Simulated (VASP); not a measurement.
# Na (I4/mmm) in VASP: vibrations by perturbation theory with LDA

Aim: the vibrations by perturbation theory of Na with LDA.

All numbers are computed with VASP 6.6.1; they aren't measurements. Logs are shortened: lines on timing, memory, paths and dates and some standing lists are left out, and cuts for length are marked.

## Step 1: The cell of the first run

Symmetry: I4/mmm, No. 139, tetragonal system. Conventional cell: a = 3.621 Å, b = 3.621 Å, c = 5.084 Å, α = 90.00°, β = 90.00°, γ = 90.00°. Within 4.7 Å of Na (site symmetry 4/mmm) lie 12 Na at 3.61 to 3.62 Å.

## Step 2: Vibrations by perturbation theory, LDA

The input, INCAR:

```
SYSTEM = Na
ALGO = Fast ; EDIFF = 1E-8
ENCUT = 520 ; IBRION = 8
ISIF = 2 ; ISMEAR = 0
LASPH = .TRUE. ; LCHARG = .TRUE.
LREAL = .FALSE. ; LWAVE = .FALSE.
NELM = 80 ; NSW = 1
PREC = Accurate ; SIGMA = 0.15
```

The input, KPOINTS:

```
k-points
0
G
  12 12 10
  0 0 0
```

The input, POSCAR:

```
Na
1.0
    0.0000000000     -3.6205084948      0.0000000000
   -3.6205084948      0.0000000000      0.0000000000
    0.0000000000      0.0000000000     -5.0841636952
Na
2
Direct
    0.5000000000      0.5000000000      0.5000000000
    0.0000000000      0.0000000000      0.0000000000
```

Potentials or basis: VASP PAW LDA potentials, release 64 (Na_pv).

Started as:

```bash
> cat potpaw_LDA.64/Na_pv/POTCAR > POTCAR
> mpirun -np 1 vasp_std > vasp.out
```

OUTCAR:

```text
SYSTEM = Na
   EDIFF = 1E-8
   ENCUT = 520
   IBRION = 8
   ISIF = 2
   ISMEAR = 0
   LASPH = .TRUE.
   LREAL = .FALSE.
   NELM = 80
   NSW = 1
   PREC = Accurate

 ion  position               nearest neighbor table
   1  0.500  0.500  0.500-
   2  0.000  0.000  0.000-

  LATTYP: Found a simple tetragonal cell.
 ALAT       =     3.6205084948
 C/A-ratio  =     1.4042678542

  Lattice vectors:

 A1 = (   0.0000000000,  -3.6205084948,   0.0000000000)
 A2 = (  -3.6205084948,   0.0000000000,   0.0000000000)
 A3 = (   0.0000000000,   0.0000000000,  -5.0841636952)

Analysis of symmetry for initial positions (statically):
=====================================================================
 Subroutine PRICEL returns following result:

  LATTYP: Found a body centered tetragonal cell.
 ALAT       =     3.6205084948
 C/A-ratio  =     1.4042678542

  Lattice vectors:

 A1 = (   1.8102542474,   1.8102542474,   2.5420818476)
 A2 = (  -1.8102542474,  -1.8102542474,   2.5420818476)
 A3 = (   1.8102542474,  -1.8102542474,  -2.5420818476)

   2 primitive cells build up your supercell.

 Routine SETGRP: Setting up the symmetry group for a
 simple tetragonal supercell.

 Subroutine GETGRP returns: Found 16 space group operations
 (whereof 16 operations were pure point group operations)
 out of a pool of 16 trial point group operations.

The static configuration has the point symmetry D_4h.

Analysis of symmetry for dynamics (positions and initial velocities):
=====================================================================
 Subroutine PRICEL returns following result:

  LATTYP: Found a body centered tetragonal cell.
 ALAT       =     3.6205084948
 C/A-ratio  =     1.4042678542

  Lattice vectors:

 A1 = (   1.8102542474,   1.8102542474,   2.5420818476)
 A2 = (  -1.8102542474,  -1.8102542474,   2.5420818476)
 A3 = (   1.8102542474,  -1.8102542474,  -2.5420818476)

   2 primitive cells build up your supercell.

 Routine SETGRP: Setting up the symmetry group for a
 simple tetragonal supercell.

 Subroutine GETGRP returns: Found 16 space group operations
 (whereof 16 operations were pure point group operations)
 out of a pool of 16 trial point group operations.

The dynamic configuration has the point symmetry D_4h.

 Subroutine INISYM returns: Found 16 space group operations
 (whereof 16 operations are pure point group operations),
 and found     2 'primitive' translations

----------------------------------------------------------------------------------------

                                     Primitive cell

  volume of cell :      33.3218

  direct lattice vectors                    reciprocal lattice vectors
     1.810254247  1.810254247  2.542081848     0.276204296  0.000000000  0.196689182
    -1.810254247 -1.810254247  2.542081848     0.000000000 -0.276204296  0.196689182
     1.810254247 -1.810254247 -2.542081848     0.276204296 -0.276204296  0.000000000

  length of vectors
     3.607800022  3.607800022  3.607800022     0.339080297  0.339080297  0.390611861

  position of ions in fractional coordinates (direct lattice)
     0.000000000  1.000000000  0.000000000

  ion indices of the primitive-cell ions
   primitive index   ion index
                 1           1

[... 96 lines left out ...]
   GGA     = CA    functional components
   LHFCALC =     F    Hartree Fock is set to
   AEXX    =    0.0000 exact exchange contribution
   IVDW    =     0    specifies the selected vdW correction
   LEPSILON=     F    determine dielectric tensor
   LRPA    =     F    only Hartree local field effects (RPA)
 non-spin polarized calculation
 RMM-DIIS sequential band-by-band and
 Gauss-broadening in eV      SIGMA  =   0.15
  energy-cutoff  :      520.00
  volume of cell :       66.64
 maximum number of plane-waves:      1844
 NGX is ok and might be reduce to    28
   NGX = 13   NGY = 13   NGZ = 19

--------------------------------------- Ionic step        1  -------------------------------------------

 number of electron      14.0000009 magnetization

 Free energy of the ion-electron system (eV)
  ---------------------------------------------------
  ext. energy  EPLUGINS =         0.00000000
  ---------------------------------------------------
  free energy    TOTEN  =        -2.91573033 eV

  energy without entropy =       -2.90521188  energy(sigma->0) =       -2.91047111

 E-fermi :   0.4703     XC(G=0):  -7.0337

 val. band max:        0.4621627553   @ k =   0.4167   0.3333   0.2000
 cond. band min:       0.4807357473   @ k =   0.4167   0.0833   0.5000
 fundamental gap:      0.0185729919
 Fermi energy:         0.4703416809

 k-point     1 :       0.0000    0.0000    0.0000
  band No.  band energies     occupation
      1     -24.4361      2.00000
      2     -24.4062      2.00000
      3     -24.4062      2.00000
      4     -24.3869      2.00000
      5     -24.3868      2.00000
      6     -24.3868      2.00000
      7      -3.0421      2.00000
      8       2.4117      0.00000
      9       2.9770      0.00000
     10       7.0189      0.00000
     11       8.0383      0.00000
[... 309 lines left out ...]
 k-point    24 :       0.4167    0.3333    0.0000
  band No.  band energies     occupation
      1     -24.4311      2.00000
      2     -24.4289      2.00000
      3     -24.4101      2.00000
      4     -24.4050      2.00000
      5     -24.4037      2.00000
      6     -24.4023      2.00000
      7       0.2378      1.97166
      8       2.0362      0.00000
      9       3.8771      0.00000
     10       5.3009      0.00000
     11       5.6200      0.00000

 [... further k-points ...]
[... 5 lines left out ...]
  --------------------------------------------------------------------------------------
  -------------------------------------------------------------------------------------
  Total        0.0078744      0.0078744     -0.0248237      0.0000000      0.0000000      0.0000000
  in kB        0.1893090      0.1893090     -0.5967854      0.0000000      0.0000000      0.0000000
  external PRESSURE =      -0.0727225 kB  Pullay stress =       0.0000000 kB

 VOLUME and BASIS-vectors are now :
 -----------------------------------------------------------------------------
  energy-cutoff  :      520.00
  volume of cell :       66.64
      direct lattice vectors                 reciprocal lattice vectors
     0.000000000 -3.620508495  0.000000000     0.000000000 -0.276204296  0.000000000
    -3.620508495  0.000000000  0.000000000    -0.276204296  0.000000000  0.000000000
     0.000000000  0.000000000 -5.084163695     0.000000000  0.000000000 -0.196689182

 POSITION                                       TOTAL-FORCE (eV/Angst)
 -----------------------------------------------------------------------------------
     -1.81025     -1.81025     -2.54208         0.000000      0.000000     -0.000000
      0.00000      0.00000      0.00000        -0.000000     -0.000000      0.000000
 -----------------------------------------------------------------------------------
    total drift:                               -0.000000     -0.000000     -0.000000

  FREE ENERGIE OF THE ION-ELECTRON SYSTEM (eV)
  ---------------------------------------------------
  free  energy   TOTEN  =        -2.9157303320 eV

  energy  without entropy=       -2.9052118822  energy(sigma->0) =       -2.91047111

[... ionic steps 2 to 3 ...]

--------------------------------------- Ionic step        4  -------------------------------------------

------------------------ aborting loop because EDIFF is reached ----------------------------------------

[... ionic steps 5 to 5 ...]

--------------------------------------- Ionic step        6  -------------------------------------------

 Free energy of the ion-electron system (eV)
  ---------------------------------------------------
  ---------------------------------------------------
  free energy    TOTEN  =        -0.16277688 eV

  energy without entropy =       -0.16277688

------------------------ aborting loop because EDIFF is reached ----------------------------------------

 INTERNAL STRAIN TENSOR  FOR ION    1  DIRECTION 3   (eV/Angst):
 -----------------------------------------------------------------------------
    -0.00011  0.00000  0.00000
     0.00000 -0.00011  0.00000
    -0.00000  0.00000 -0.00017

 INTERNAL STRAIN TENSOR FOR ION    2 for displacements in x,y,z  (eV/Angst):
          X           Y           Z          XY          YZ          ZX
  --------------------------------------------------------------------------------
  x     0.00000     0.00000     0.00000     0.00000     0.00000     0.00000
  y     0.00000     0.00000     0.00000     0.00000     0.00000     0.00000
  z     0.00000     0.00000     0.00000     0.00000     0.00000     0.00000

 SECOND DERIVATIVES (NOT SYMMETRIZED)
 ------------------------------------
               1X          1Y          1Z          2X          2Y          2Z
  1X    -0.441901    0.000000    0.000000    0.441901    0.000000    0.000000
  1Y     0.000000   -0.441901    0.000000    0.000000    0.441901    0.000000
  1Z    -0.000000    0.000000   -0.789763    0.000000   -0.000000    0.789763
  2X     0.441901    0.000000    0.000000   -0.441901    0.000000    0.000000
  2Y     0.000000    0.441901    0.000000    0.000000   -0.441901    0.000000
  2Z     0.000000   -0.000000    0.789763   -0.000000    0.000000   -0.789763

 Eigenvectors and eigenvalues of the dynamical matrix
 ----------------------------------------------------

   1 f  =    4.097742 THz    25.746872 2PiTHz  136.685958 cm-1    16.946891 meV
             X         Y         Z           dx          dy          dz
     -1.810254 -1.810254 -2.542082    -0.000000    0.000000   -0.707107
      0.000000  0.000000  0.000000     0.000000    0.000000    0.707107
[... 16 lines left out ...]
   5 f  =    0.000000 THz     0.000000 2PiTHz    0.000000 cm-1     0.000000 meV
             X         Y         Z           dx          dy          dz
     -1.810254 -1.810254 -2.542082     0.000000   -0.000000    0.707107
      0.000000  0.000000  0.000000    -0.000000    0.000000    0.707107

   6 f/i=    0.000000 THz     0.000000 2PiTHz    0.000000 cm-1     0.000000 meV
             X         Y         Z           dx          dy          dz
     -1.810254 -1.810254 -2.542082     0.707107   -0.000000   -0.000000
      0.000000  0.000000  0.000000     0.707107   -0.000000    0.000000

--------------------------------------------------------------------------------------------------------

 ELASTIC MODULI CONTR FROM IONIC RELAXATION (kBar)
 Direction    XX          YY          ZZ          XY          YZ          ZX
 --------------------------------------------------------------------------------
 XX           0.0000      0.0000      0.0000      0.0000      0.0000      0.0000
 YY           0.0000      0.0000      0.0000      0.0000      0.0000      0.0000
 ZZ           0.0000      0.0000      0.0000      0.0000      0.0000      0.0000
 XY           0.0000      0.0000      0.0000      0.0000      0.0000      0.0000
 YZ           0.0000      0.0000      0.0000      0.0000      0.0000      0.0000
 ZX           0.0000      0.0000      0.0000      0.0000      0.0000      0.0000
 --------------------------------------------------------------------------------
```

It took 3.4 min on 1 thread of Intel Xeon 6975P-C (Granite Rapids), shared host; peak memory 0.48 GiB.

What came out:

```yaml
Highest_phonon_frequency_at_Γ: 137 cm⁻¹
```

Phonon frequencies in cm⁻¹ (negative: imaginary):
| q point | frequencies |
| --- | --- |
| (0.000, 0.000, 0.000) | 0 0 0 102 102 137 |
